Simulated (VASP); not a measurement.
# Ti3Si6O in VASP: single point with r2SCAN

Aim: the single point of Ti3Si6O with r2SCAN.

Everything below comes from runs of VASP 6.6.1. Logs are shortened: lines on timing, memory, paths and dates and some standing lists are left out, and cuts for length are marked.

## 1. The cell of the first run

The cell holds a slab with vacuum, 10 atoms: a = 4.760 Å, b = 4.760 Å, c = 23.258 Å, α = 90.00°, β = 90.00°, γ = 119.71°.

## 2. Single point, r2SCAN

Contents of POSCAR:

```
Ti3Si6O
1.0
    4.7597362622      0.0000000000      0.0000000000
   -2.3588725756      4.1341032230      0.0000000000
    0.0000000000      0.0000000000     23.2581108938
Ti Si O
3 6 1
Direct
    0.0000000000      0.0000000000      0.3654639037
   -0.0042407420      0.4951537528      0.4585879928
    0.4888828323      0.4983401995      0.5502457563
    0.3373300279      0.6626699721      0.3654639037
    0.6626699721      0.3373300279      0.3654639037
    0.6622398118      0.8371296171      0.4577255669
    0.3349139765      0.1531166314      0.4585956516
    0.8274779580      0.1722212926      0.5543239828
    0.1310615064      0.8053892778      0.5557481638
    0.1415074823      0.4800498185      0.6006838024
```

Contents of INCAR.step1:

```
PREC = Accurate ; ENCUT = 520
ISMEAR = 0 ; SIGMA = 0.1
LREAL = F ; LASPH = T
NELM = 80 ; LDIPOL = T
IDIPOL = 3 ; DIPOL = 0.5 0.5 0.473
NBANDS = 44 ; GGA = PE
ALGO = Normal ; EDIFF = 1E-4
LWAVE = T ; LCHARG = F
```

Contents of INCAR.step2:

```
PREC = Accurate ; ENCUT = 520
EDIFF = 1E-6 ; ISMEAR = 0
SIGMA = 0.1 ; LREAL = F
LASPH = T ; NELM = 80
ALGO = Normal ; ISIF = 2
LWAVE = F ; LCHARG = T
LDIPOL = T ; IDIPOL = 3
DIPOL = 0.5 0.5 0.473 ; METAGGA = R2SCAN
LMIXTAU = T ; LELF = T
LVHAR = T ; LVACPOTAV = T
NBANDS = 44 ; ISTART = 1
```

Contents of KPOINTS:

```
Automatic mesh
0
Gamma
  7 7 1
```

Potentials or basis: VASP PAW PBE potentials, release 64 (Ti_sv, Si, O).

Launch:

```bash
$ cat potpaw_PBE.64/Ti_sv/POTCAR potpaw_PBE.64/Si/POTCAR potpaw_PBE.64/O/POTCAR > POTCAR
$ cp INCAR.step1 INCAR
$ mpirun -np 1 vasp_std > vasp.out
$ cp INCAR.step2 INCAR
$ mpirun -np 1 vasp_std > vasp.out
```

OUTCAR:

```text
PREC = Accurate
   ENCUT = 520
   EDIFF = 1E-6
   ISMEAR = 0
   LREAL = F
   LASPH = T
   NELM = 80
   ISIF = 2
   METAGGA = R2SCAN
   ISTART = 1

 ion  position               nearest neighbor table
   1  0.000  0.000  0.365-   6 2.56   7 2.57   5 2.74   4 2.74   5 2.74   4 2.74   4 2.78   5 2.78

   2  0.996  0.495  0.459-   5 2.57   4 2.59   8 2.60   9 2.60   6 2.72   7 2.72   7 2.73   6 2.76
                             6 2.78   7 2.80
   3  0.489  0.498  0.550-  10 1.99   7 2.57   6 2.57   9 2.66   8 2.74   8 2.74   9 2.74   8 2.79
                             9 2.87
   4  0.337  0.663  0.365-   6 2.53   2 2.59   5 2.68   1 2.74   1 2.74   1 2.78   5 2.79   5 2.79

   5  0.663  0.337  0.365-   7 2.56   2 2.57   4 2.68   1 2.74   1 2.74   1 2.78   4 2.79   4 2.79

   6  0.662  0.837  0.458-   4 2.53   1 2.56   3 2.57   8 2.64   7 2.65   2 2.72   2 2.76   2 2.78
                             7 2.78   7 2.83
   7  0.335  0.153  0.459-   5 2.56   3 2.57   1 2.57   6 2.65   9 2.68   2 2.72   2 2.73   6 2.78
                             2 2.80   6 2.83
   8  0.827  0.172  0.554-  10 1.84   2 2.60   9 2.62   6 2.64   3 2.74   3 2.74   9 2.76   3 2.79
                             9 2.88
   9  0.131  0.805  0.556-  10 1.89   2 2.60   8 2.62   3 2.66   7 2.68   3 2.74   8 2.76   3 2.87
                             8 2.88
  10  0.142  0.480  0.601-   8 1.84   9 1.89   3 1.99

  LATTYP: Found a base centered orthorhombic cell.
 ALAT       =     4.7806857144
 B/A-ratio  =     1.7219233420
 C/A-ratio  =     4.8650156658

  Lattice vectors:

 A1 = (   4.7597362622,   0.0000000000,   0.0000000000)
 A2 = (  -2.3588725756,   4.1341032230,   0.0000000000)
 A3 = (   0.0000000000,   0.0000000000,  23.2581108938)

Analysis of symmetry for initial positions (statically):
=====================================================================
 Subroutine PRICEL returns:
 Original cell was already a primitive cell.

 Routine SETGRP: Setting up the symmetry group for a
 base centered orthorhombic supercell.

 Subroutine GETGRP returns: Found  1 space group operations
 (whereof  1 operations were pure point group operations)
 out of a pool of  8 trial point group operations.

The static configuration has the point symmetry C_1 .

Analysis of symmetry for dynamics (positions and initial velocities):
=====================================================================
 Subroutine PRICEL returns:
 Original cell was already a primitive cell.

 Routine SETGRP: Setting up the symmetry group for a
 base centered orthorhombic supercell.

[... 132 lines left out ...]
   EMIN   =  10.00;   EMAX   =-10.00  energy-range for DOS
   EFERMI =   0.00;   METHOD = LEGACY
   ISMEAR =     0;   SIGMA  =   0.10  broadening in eV -4-tet -1-fermi 0-gaus
   EFERMI_NEDOS =   21; number of points for ismear=-14 and -15
   IALGO  =     38    algorithm
   IMIX   =      4    mixing-type and parameters
     AMIX     =   0.40;   BMIX     =  1.00
     AMIX_MAG =   1.60;   BMIX_MAG =  1.00
  volume/ion in A,a.u.               =      45.77       308.84
  Fermi-wavevector in a.u.,A,eV,Ry     =   0.858506  1.622341 10.027933  0.737032
  Thomas-Fermi vector in A             =   1.975721
   LORBIT       =      0    0 simple, 1 ext, 2 COOP (PROOUT), +10 PAW based schemes
   METAGGA = R2SCAN    functional components
   LHFCALC =     F    Hartree Fock is set to
   AEXX    =    0.0000 exact exchange contribution
   IVDW    =     0    specifies the selected vdW correction
   LEPSILON=     F    determine dielectric tensor
   LRPA    =     F    only Hartree local field effects (RPA)
 non-spin polarized calculation
 Gauss-broadening in eV      SIGMA  =   0.10
  energy-cutoff  :      520.00
  volume of cell :      457.66
 maximum number of plane-waves:     12359
   NGX = 17   NGY = 17   NGZ = 87

 number of electron      66.0000006 magnetization

 dipolmoment           0.000000      0.000000      0.084704 electrons x Angstroem

 Free energy of the ion-electron system (eV)
  ---------------------------------------------------
  ext. energy  EPLUGINS =         0.00000000
  ---------------------------------------------------
  free energy    TOTEN  =      -100.82732171 eV

  energy without entropy =     -100.80337427  energy(sigma->0) =     -100.81534799

 E-fermi :   0.0129     XC(G=0):  -4.3551

 val. band max:       -0.0057441440   @ k =  -0.4286   0.1429   0.0000
 cond. band min:       0.0269515964   @ k =  -0.2857   0.2857   0.0000
 fundamental gap:      0.0326957404
 Fermi energy:         0.0129461361

 k-point     1 :       0.0000    0.0000    0.0000
  band No.  band energies     occupation
      1     -59.3881      2.00000
      2     -59.3619      2.00000
      3     -58.7813      2.00000
      4     -34.7821      2.00000
      5     -34.7562      2.00000
      6     -34.6135      2.00000
[... 1117 lines left out ...]
     43       3.1228      0.00000
     44       3.3253      0.00000

 [... further k-points ...]

------------------------ aborting loop because EDIFF is reached ----------------------------------------

  FORCE on cell =-STRESS in cart. coord.  units (eV):
  Direction    XX          YY          ZZ          XY          YZ          ZX
  --------------------------------------------------------------------------------------
  -------------------------------------------------------------------------------------
  Total       -8.4970379    -10.8602616      0.1720059      0.0021276     -0.1011002     -0.0158701
  in kB      -29.7467480    -38.0200102      0.6021646      0.0074484     -0.3539354     -0.0555586
  external PRESSURE =     -22.3881979 kB  Pullay stress =       0.0000000 kB

 VOLUME and BASIS-vectors are now :
 -----------------------------------------------------------------------------
  energy-cutoff  :      520.00
  volume of cell :      457.66
      direct lattice vectors                 reciprocal lattice vectors
     4.759736262  0.000000000  0.000000000     0.210095674  0.119878217  0.000000000
    -2.358872576  4.134103223  0.000000000     0.000000000  0.241890428  0.000000000
     0.000000000  0.000000000 23.258110894     0.000000000  0.000000000  0.042995753

 POSITION                                       TOTAL-FORCE (eV/Angst)
 -----------------------------------------------------------------------------------
      0.00000      0.00000      8.50000        -0.006063      0.074730     -0.223893
      3.57155      2.04702     10.66589        -0.002709      0.022103      0.019406
      1.15143      2.06019     12.79768         0.066234      0.007261     -0.024073
      0.04245      2.73955      8.50000         0.064927     -0.022969      0.081760
      2.35842      1.39456      8.50000        -0.058728     -0.035901      0.099499
      1.17740      3.46078     10.64583         0.010769     -0.002253     -0.006238
      1.23292      0.63300     10.66607        -0.010367     -0.012193     -0.002103
      3.53233      0.71198     12.89253        -0.050552     -0.056558      0.017754
     -1.27599      3.32956     12.92565         0.000514      0.040373     -0.022376
     -0.45884      1.98458     13.97077        -0.014025     -0.014594      0.060265
 -----------------------------------------------------------------------------------
    total drift:                               -0.000613     -0.000122     -0.006588

  FREE ENERGIE OF THE ION-ELECTRON SYSTEM (eV)
  ---------------------------------------------------
  free  energy   TOTEN  =      -100.8273217089 eV

  energy  without entropy=     -100.8033742673  energy(sigma->0) =     -100.81534799

 vacuum level on the upper side and lower side of the slab         4.680         3.901
```

OUTCAR.step1:

```text
PREC = Accurate
   ENCUT = 520
   ISMEAR = 0
   LREAL = F
   LASPH = T
   NELM = 80
   GGA = PE
[... 1395 lines left out ...]
     -1.27599      3.32956     12.92565        -0.071759      0.252494     -0.101960
     -0.45884      1.98458     13.97077         0.067378     -0.007281      0.444131
 -----------------------------------------------------------------------------------
    total drift:                               -0.001023      0.000373     -0.004456

  FREE ENERGIE OF THE ION-ELECTRON SYSTEM (eV)
  ---------------------------------------------------
  free  energy   TOTEN  =       -64.8377154981 eV

  energy  without entropy=      -64.8122193007  energy(sigma->0) =      -64.82496740

 vacuum level on the upper side and lower side of the slab         4.647         3.881
```

OSZICAR.step1:

```text
N       E                     dE             d eps       ncg     rms          rms(c)
DAV:   1     0.581166100790E+03    0.58117E+03   -0.30349E+04  2656   0.127E+03
DAV:   2     0.728965760406E+01   -0.57388E+03   -0.55643E+03  2632   0.356E+02
DAV:   3    -0.640375809852E+02   -0.71327E+02   -0.70236E+02  3472   0.115E+02
[... 15 lines left out ...]
DAV:  19    -0.648367765218E+02   -0.41357E-03   -0.38489E-04  2168   0.999E-02    0.288E-02
DAV:  20    -0.648371141208E+02   -0.33760E-03   -0.44617E-05  1568   0.395E-02    0.214E-02
DAV:  21    -0.648374790770E+02   -0.36496E-03   -0.80428E-05  1716   0.450E-02    0.108E-02
DAV:  22    -0.648376261731E+02   -0.14710E-03   -0.24927E-05  1512   0.274E-02    0.717E-03
DAV:  23    -0.648377154981E+02   -0.89325E-04   -0.11894E-05  1388   0.156E-02
   1 F= -.64837715E+02 E0= -.64824967E+02  d E =-.254962E-01
```

It took 30 min on 1 thread of Intel Xeon 6975P-C (Granite Rapids), shared host; peak memory 0.83 GiB.

Results:

* Free energy: -100.8273 eV
* Largest force: 0.236 eV/Å
* Band gap on the k mesh: zero (bands 33 and 34 overlap by 0.38 eV)

Forces on the atoms (eV/Å):
```
Ti  -0.006  0.075 -0.224
Ti  -0.003  0.022  0.019
Ti   0.066  0.007 -0.024
Si   0.065 -0.023  0.082
Si  -0.059 -0.036  0.099
Si   0.011 -0.002 -0.006
Si  -0.010 -0.012 -0.002
Si  -0.051 -0.057  0.018
Si   0.001  0.040 -0.022
O   -0.014 -0.015  0.060
```

Caveat: the PAW data sets were made with another functional, which shifts forces and pressure a little.

The gap in the log of VASP goes by the Fermi energy; the results here count the filled bands.